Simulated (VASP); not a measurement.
# Ru (P6_3/mmc) in VASP: electric field gradients with PBEsol

Aim: the electric field gradients of Ru with PBEsol.

Everything below comes from runs of VASP 6.6.1. Logs are shortened: lines on timing, memory, paths and dates and some standing lists are left out, and cuts for length are marked.

## 1. The cell of the first run

The structure is hexagonal, space group P6_3/mmc (No. 194). The conventional cell has a = 2.706 Å, b = 2.706 Å, c = 4.282 Å, α = 90.00°, β = 90.00°, γ = 120.00°. Within 3.5 Å of Ru (site symmetry -6m2) lie 12 Ru at 2.65 to 2.71 Å.

## 2. Electric field gradients, PBEsol

The input, INCAR:

```
SYSTEM = Ru
ALGO = Normal
EDIFF = 1E-8
ENCUT = 400
GGA = PS
GGA_COMPAT = .FALSE.
ISIF = 2
ISMEAR = -1
LASPH = .TRUE.
LCHARG = .FALSE.
LEFG = .TRUE.
LREAL = .FALSE.
LWAVE = .FALSE.
NBANDS = 21
NELM = 120
PREC = Accurate
SIGMA = 0.05
```

The input, KPOINTS:

```
k-points
0
G
  23 23 13
  0 0 0
```

The input, POSCAR:

```
Ru
1.0
    2.7058000000      0.0000000000      0.0000000000
   -1.3529000000      2.3432915376      0.0000000000
    0.0000000000      0.0000000000      4.2819000000
Ru
2
Direct
    0.3333333333      0.6666666667      0.2500000000
    0.6666666667      0.3333333333      0.7500000000
```

Potentials or basis: VASP PAW PBE potentials, release 64 (Ru_pv).

Command:

```console
$ cat potpaw_PBE.64/Ru_pv/POTCAR > POTCAR
$ mpirun -np 1 vasp_std > vasp.out
```

OUTCAR:

```text
SYSTEM = Ru
   EDIFF = 1E-8
   ENCUT = 400
   GGA = PS
   ISIF = 2
   ISMEAR = -1
   LASPH = .TRUE.
   LREAL = .FALSE.
   NELM = 120
   PREC = Accurate

 ion  position               nearest neighbor table
   1  0.333  0.667  0.250-   2 2.65   2 2.65   2 2.65   2 2.65   2 2.65   2 2.65
   2  0.667  0.333  0.750-   1 2.65   1 2.65   1 2.65   1 2.65   1 2.65   1 2.65

  LATTYP: Found a hexagonal cell.
 ALAT       =     2.7058000000
 C/A-ratio  =     1.5824894671

  Lattice vectors:

 A1 = (   2.7058000000,   0.0000000000,   0.0000000000)
 A2 = (  -1.3529000000,   2.3432915376,   0.0000000000)
 A3 = (   0.0000000000,   0.0000000000,   4.2819000000)

Analysis of symmetry for initial positions (statically):
=====================================================================
 Subroutine PRICEL returns:
 Original cell was already a primitive cell.

 Routine SETGRP: Setting up the symmetry group for a
 hexagonal supercell.

 Subroutine GETGRP returns: Found 24 space group operations
 (whereof 12 operations were pure point group operations)
 out of a pool of 24 trial point group operations.

The static configuration has the point symmetry D_3d.
 The point group associated with its full space group is D_6h.

Analysis of symmetry for dynamics (positions and initial velocities):
=====================================================================
 Subroutine PRICEL returns:
 Original cell was already a primitive cell.

 Routine SETGRP: Setting up the symmetry group for a
 hexagonal supercell.

 Subroutine GETGRP returns: Found 24 space group operations
 (whereof 12 operations were pure point group operations)
 out of a pool of 24 trial point group operations.

The dynamic configuration has the point symmetry D_3d.
 The point group associated with its full space group is D_6h.

 Subroutine INISYM returns: Found 24 space group operations
 (whereof 12 operations are pure point group operations),
 and found     1 'primitive' translations

----------------------------------------------------------------------------------------

                                     Primitive cell

  volume of cell :      27.1493

  direct lattice vectors                    reciprocal lattice vectors
     2.705800000  0.000000000  0.000000000     0.369576465  0.213375072  0.000000000
    -1.352900000  2.343291538  0.000000000     0.000000000  0.426750144  0.000000000
     0.000000000  0.000000000  4.281900000     0.000000000  0.000000000  0.233541185

  length of vectors
     2.705800000  2.705800000  4.281900000     0.426750144  0.426750144  0.233541185

  position of ions in fractional coordinates (direct lattice)
     0.333333333  0.666666667  0.250000000
     0.666666667  0.333333333  0.750000000

  ion indices of the primitive-cell ions
   primitive index   ion index
                 1           1
                 2           2

----------------------------------------------------------------------------------------

 KPOINTS: k-points

Automatic generation of k-mesh.
 Grid dimensions read from file:
 generate k-points for:   23   23   13

 Generating k-lattice:

  Cartesian coordinates                     Fractional coordinates (reciprocal lattice)
     0.016068542  0.009277177  0.000000000     0.043478261  0.000000000  0.000000000
     0.000000000  0.018554354  0.000000000     0.000000000  0.043478261  0.000000000
     0.000000000  0.000000000  0.017964707     0.000000000  0.000000000  0.076923077

  Length of vectors
     0.018554354  0.018554354  0.017964707

  Shift w.r.t. Gamma in fractional coordinates (k-lattice)
     0.000000000  0.000000000  0.000000000

 Subroutine IBZKPT returns following result:
 ===========================================

 Found    392 irreducible k-points:

 Following reciprocal coordinates:
            Coordinates               Weight
  0.000000  0.000000  0.000000      1.000000
  0.043478  0.000000  0.000000      6.000000
  0.086957  0.000000  0.000000      6.000000
  0.130435  0.000000  0.000000      6.000000
  0.173913  0.000000  0.000000      6.000000
  0.217391  0.000000  0.000000      6.000000
[... 16 lines left out ...]
  0.478261  0.043478  0.000000      6.000000
  0.086957  0.086957  0.000000      6.000000
 [... further k-points ...]
   k-points           NKPTS =    392   k-points in BZ     NKDIM =    392   number of bands    NBANDS=     21
   number of dos      NEDOS =    301   number of ions     NIONS =      2
   total plane-waves  NPLWV =   9072
   dimension x,y,z NGX =    18 NGY =   18 NGZ =   28
   dimension x,y,z NGXF=    36 NGYF=   36 NGZF=   56
   ions per type =               2
   NGX,Y,Z   is equivalent  to a cutoff of  11.06, 11.06, 10.87 a.u.
   NGXF,Y,Z  is equivalent  to a cutoff of  22.12, 22.12, 21.74 a.u.
 SYSTEM =  Ru
   PREC   = accura    normal or accurate (medium, high low for compatibility)
   ISTART =      0    job   : 0-new  1-cont  2-samecut
   ICHARG =      2    charge: 1-file 2-atom 10-const
   ISPIN  =      1    spin polarized calculation?
   LNONCOLLINEAR =      F non collinear calculations
   LSORBIT =      F    spin-orbit coupling
   LASPH  =      T    aspherical Exc in radial PAW
   ENCUT  =  400.0 eV  29.40 Ry    5.42 a.u.   4.41  4.41  6.98*2*pi/ulx,y,z
   NELM   =    120;   NELMIN=  2; NELMDL= -5     # of ELM steps
   EDIFF  = 0.1E-07   stopping-criterion for ELM
   LREAL  =      F    real-space projection
   EDIFFG = 0.1E-06   stopping-criterion for IOM
   NSW    =      0    number of steps for IOM
   IBRION =     -1    ionic relax: 0-MD 1-quasi-New 2-CG
   NFREE  =      0    steps in history (QN), initial steepest desc. (CG)
   ISIF   =      2    stress and relaxation
   ISYM   =      2    0-nonsym 1-usesym 2-fastsym
   POTIM  = 0.5000    time-step for ionic-motion
   TEBEG  =    0.0;   TEEND  =   0.0 temperature during run
   PSTRESS=    0.0 pullay stress
   NELECT =      28.0000    total number of electrons
   NUPDOWN=      -1.0000    fix difference up-down
   EMIN   =  10.00;   EMAX   =-10.00  energy-range for DOS
   EFERMI =   0.00;   METHOD = LEGACY
   ISMEAR =    -1;   SIGMA  =   0.05  broadening in eV -4-tet -1-fermi 0-gaus
   EFERMI_NEDOS =   21; number of points for ismear=-14 and -15
   IALGO  =     38    algorithm
   IMIX   =      4    mixing-type and parameters
     AMIX     =   0.40;   BMIX     =  1.00
     AMIX_MAG =   1.60;   BMIX_MAG =  1.00
  volume/ion in A,a.u.               =      13.57        91.61
  Fermi-wavevector in a.u.,A,eV,Ry     =   1.654022  3.125649 37.222674  2.735789
  Thomas-Fermi vector in A             =   2.742361
   LORBIT       =      0    0 simple, 1 ext, 2 COOP (PROOUT), +10 PAW based schemes
   GGA     = PS    functional components
   LHFCALC =     F    Hartree Fock is set to
   AEXX    =    0.0000 exact exchange contribution
   IVDW    =     0    specifies the selected vdW correction
   LEPSILON=     F    determine dielectric tensor
   LRPA    =     F    only Hartree local field effects (RPA)
 non-spin polarized calculation
  energy-cutoff  :      400.00
  volume of cell :       27.15
 maximum number of plane-waves:       515
 NGX is ok and might be reduce to    18
   NGX =  9   NGY =  9   NGZ = 13

 number of electron      28.0000007 magnetization

 Free energy of the ion-electron system (eV)
  ---------------------------------------------------
  ext. energy  EPLUGINS =         0.00000000
  ---------------------------------------------------
  free energy    TOTEN  =       -20.33959101 eV

  energy without entropy =      -20.32728741  energy(sigma->0) =      -20.33343921

 E-fermi :  12.7200     XC(G=0): -14.2824

 val. band max:       12.7115566788   @ k =   0.3478   0.0435   0.3077
 cond. band min:      12.7201095758   @ k =   0.4783   0.0000   0.4615
 fundamental gap:      0.0085528970
 Fermi energy:        12.7199908966

 k-point     1 :       0.0000    0.0000    0.0000
  band No.  band energies     occupation
      1     -30.8987      2.00000
      2     -29.9636      2.00000
      3     -29.9636      2.00000
      4     -29.7930      2.00000
      5     -29.7930      2.00000
      6     -29.7486      2.00000
[... 13 lines left out ...]
     20      22.9863      0.00000
     21      23.0923      0.00000

 k-point     2 :       0.0435    0.0000    0.0000
  band No.  band energies     occupation
      1     -30.8921      2.00000
      2     -29.9778      2.00000
      3     -29.9684      2.00000
      4     -29.8073      2.00000
      5     -29.7948      2.00000
      6     -29.7512      2.00000
[... 13 lines left out ...]
     20      22.9866      0.00000
     21      23.0873      0.00000
[... 487 lines left out ...]
      5     -30.0445      2.00000
      6     -29.9219      2.00000
[... 13 lines left out ...]
     20      22.9844      0.00000
     21      23.7778      0.00000

 k-point    24 :       0.0870    0.0870    0.0000
  band No.  band energies     occupation
      1     -30.8233      2.00000
      2     -30.1086      2.00000
      3     -30.0407      2.00000
      4     -29.9319      2.00000
      5     -29.8230      2.00000
      6     -29.7843      2.00000
[... 13 lines left out ...]
     20      22.9867      0.00000
     21      23.0448      0.00000

 [... further k-points ...]
[... 5 lines left out ...]
  --------------------------------------------------------------------------------------
  -------------------------------------------------------------------------------------
  Total       -1.1355400     -1.1355400     -1.4026202      0.0000000     -0.0000000      0.0000000
  in kB      -67.0122932    -67.0122932    -82.7736568      0.0000000     -0.0000000      0.0000000
  external PRESSURE =     -72.2660811 kB  Pullay stress =       0.0000000 kB

 VOLUME and BASIS-vectors are now :
 -----------------------------------------------------------------------------
  energy-cutoff  :      400.00
  volume of cell :       27.15
      direct lattice vectors                 reciprocal lattice vectors
     2.705800000  0.000000000  0.000000000     0.369576465  0.213375072  0.000000000
    -1.352900000  2.343291538  0.000000000     0.000000000  0.426750144  0.000000000
     0.000000000  0.000000000  4.281900000     0.000000000  0.000000000  0.233541185

 POSITION                                       TOTAL-FORCE (eV/Angst)
 -----------------------------------------------------------------------------------
     -0.00000      1.56219      1.07048         0.000000      0.000000      0.000000
      1.35290      0.78110      3.21143        -0.000000      0.000000      0.000000
 -----------------------------------------------------------------------------------
    total drift:                               -0.000000      0.000000     -0.000000

  FREE ENERGIE OF THE ION-ELECTRON SYSTEM (eV)
  ---------------------------------------------------
  free  energy   TOTEN  =       -20.3395910085 eV

  energy  without entropy=      -20.3272874070  energy(sigma->0) =      -20.33343921

 Electric field gradients (V/A^2)
---------------------------------------------------------------------
 ion       V_xx      V_yy      V_zz      V_xy      V_xz      V_yz
---------------------------------------------------------------------
   1       7.862     7.861   -15.724    -0.001     0.000    -0.000
   2       7.862     7.861   -15.724    -0.001    -0.000     0.000
---------------------------------------------------------------------

 Electric field gradients after diagonalization (V/A^2)
 (convention: |V_zz| > |V_xx| > |V_yy|)
----------------------------------------------------------------------
 ion       V_xx      V_yy      V_zz     asymmetry (V_yy - V_xx)/ V_zz
----------------------------------------------------------------------
   1       7.863     7.861   -15.724       0.000
   2       7.863     7.861   -15.724       0.000
----------------------------------------------------------------------

           NMR quadrupolar parameters

 Cq : quadrupolar parameter    Cq=e*Q*V_zz/h
 eta: asymmetry parameters     (V_yy - V_xx)/ V_zz
 Q  : nuclear electric quadrupole moment in mb (millibarn)
----------------------------------------------------------------------
 ion       Cq(MHz)       eta       Q (mb)
----------------------------------------------------------------------
   1      -0.038       0.000       1.000
   2      -0.038       0.000       1.000
----------------------------------------------------------------------
```

It took 3 min on 1 thread of Intel Xeon 8259CL, shared host; peak memory 0.23 GiB.

What came out:

| Quantity | Value |
| --- | --- |
| Free energy | -20.3396 eV |
| Pressure | -7.2 GPa |
| Band gap on the k mesh | zero (bands 14 and 15 overlap by 3.14 eV) |
| Largest electric field gradient by atom | Ru -15.7 V/Å² |

Stress tensor (GPa, compression positive):
```
-6.70  0.00  0.00
 0.00 -6.70  0.00
 0.00  0.00 -8.28
```

Levels at points of the mesh, in eV from the Fermi level:
```csv
k point,band 11,band 12,band 13,band 14,band 15,band 16,band 17,band 18
"(0.00, 0.00, 0.00)",-2.45,-1.94,-1.94,-1.41,-1.41,1.18,1.18,1.22
```

Electric field gradients, principal values (V/Å²):
```tsv
atom	least	middle	greatest (by size)
1 Ru	7.861	7.863	-15.724
2 Ru	7.861	7.863	-15.724
```

Caveat: the cell stands under tension; without QUAD_EFG the Cq values of the log hold for a quadrupole moment of 1 mb, not for the nuclei; the PAW data sets were made with another functional, which shifts forces and pressure a little.
